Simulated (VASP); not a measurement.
MgTl:

```
Mg Tl
1.0
     3.69349    0.00000    0.00000
     0.00000    3.69349    0.00000
     0.00000    0.00000    3.69349
Mg Tl
1 1
Direct
  0.00000 0.00000 0.00000
  0.50000 0.50000 0.50000
```

| Property | Result |
| --- | --- |
| Program | VASP 6.6.1 |
| Task | relaxation of cell and atoms |
| Functional | LDA |
| Potentials or basis | VASP PAW LDA potentials, release 64 (Mg, Tl_d) |
| Cutoff | 600 eV |
| k mesh | 12 × 12 × 12 |
| Occupations | gaussian, width 0.1 eV |
| Spin | no spin polarisation |

At the start: pressure -3.8 GPa; volume 25.19 Å³/atom.

Question: How do energy, volume and symmetry change on relaxing?

Answer: Over 3 steps the energy falls by 33.6 meV/atom and the volume is 22.64 Å³/atom (-10.1 %); space group Pm-3m (No. 221, to 0.1 Å) before and after.

Step by step:
```
step  energy change (eV)  largest force (eV/Å)  pressure (GPa)  volume (Å³)
   1              0.0000                0.0000           -3.78        50.39
   2             -0.0646                0.0000           -0.89        46.18
   3             -0.0672                0.0000           -0.02        45.28
```

Final structure:
```cif
data_structure
_symmetry_space_group_name_H-M 'P 1'
_symmetry_Int_Tables_number 1
_cell_length_a 3.5641
_cell_length_b 3.5641
_cell_length_c 3.5641
_cell_angle_alpha 90.000
_cell_angle_beta 90.000
_cell_angle_gamma 90.000
_cell_volume 45.28
loop_
_atom_site_label
_atom_site_type_symbol
_atom_site_fract_x
_atom_site_fract_y
_atom_site_fract_z
_atom_site_occupancy
Mg1 Mg 0.00000 0.00000 0.00000 1
Tl1 Tl 0.50000 0.50000 0.50000 1
```
